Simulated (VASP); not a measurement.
Here is a VASP 6.6.1 calculation.

Contents of POSCAR:

```
LiBr2
1.0
    0.0000000000     -0.0000003355      7.0848237971
    4.7706154444      0.0000000000      0.0000000000
    2.3853077222      4.7357111316     -3.5424116743
Br Li
4 2
Direct
    0.1221947058      0.1773282436      0.2443894115
    0.8778052942      0.8226717564      0.7556105885
    0.3778052942      0.4217176552      0.7556105885
    0.6221947058      0.5782823448      0.2443894115
    0.2500000000      0.0000000000      0.0000000000
    0.7500000000      0.0000000000      0.0000000000
```

File INCAR.step1:

```
SYSTEM = LiBr2
ALGO     = Normal         ! electronic algorithm
EDIFF    = 1E-4           ! SCF threshold, eV
ENCUT    = 520            ! plane-wave cutoff, eV
GGA      = PE             ! functional
ISMEAR   = -1             ! smearing method
LASPH    = .True.         ! aspherical terms in the spheres
LCHARG   = .False.        ! write CHGCAR
LREAL    = .False.        ! projectors in reciprocal space
LWAVE    = .True.         ! write WAVECAR
NBANDS   = 26             ! bands
NELM     = 60             ! most SCF steps
PREC     = Accurate       ! precision mode
SIGMA    = 0.1            ! smearing width, eV
```

Contents of INCAR.step2:

```
SYSTEM = LiBr2
ALGO     = Normal         ! electronic algorithm
EDIFF    = 1E-6           ! SCF threshold, eV
ENCUT    = 520            ! plane-wave cutoff, eV
ISIF     = 2              ! what is computed and relaxed
ISMEAR   = -1             ! smearing method
ISTART   = 1            
LASPH    = .True.         ! aspherical terms in the spheres
LCHARG   = .False.        ! write CHGCAR
LMIXTAU  = .True.       
LREAL    = .False.        ! projectors in reciprocal space
LWAVE    = .False.        ! write WAVECAR
METAGGA  = R2SCAN         ! meta-GGA
NBANDS   = 26             ! bands
NELM     = 60             ! most SCF steps
PREC     = Accurate       ! precision mode
SIGMA    = 0.1            ! smearing width, eV
```

File KPOINTS:

```
k-points
0
Gamma
  4 4 4
  0 0 0
```

Potentials or basis: VASP PAW PBE potentials, release 64 (Br, Li_sv).

Command:

```console
$ cat potpaw_PBE.64/Br/POTCAR potpaw_PBE.64/Li_sv/POTCAR > POTCAR
$ cp INCAR.step1 INCAR
$ mpirun -np 1 vasp_std > vasp.out
$ cp INCAR.step2 INCAR
$ mpirun -np 1 vasp_std > vasp.out
```

(1) Predict the largest force.

(2) What does it give for the band gap on the k mesh?

Answers

(1) 0.010 eV/Å.

(2) zero (bands 17 and 18 overlap by 0.59 eV).

Caveat: the k points lie up to 0.37 Å⁻¹ apart, too coarse for converged energies and pressures of a metal; the PAW data sets were made with another functional, which shifts forces and pressure a little.
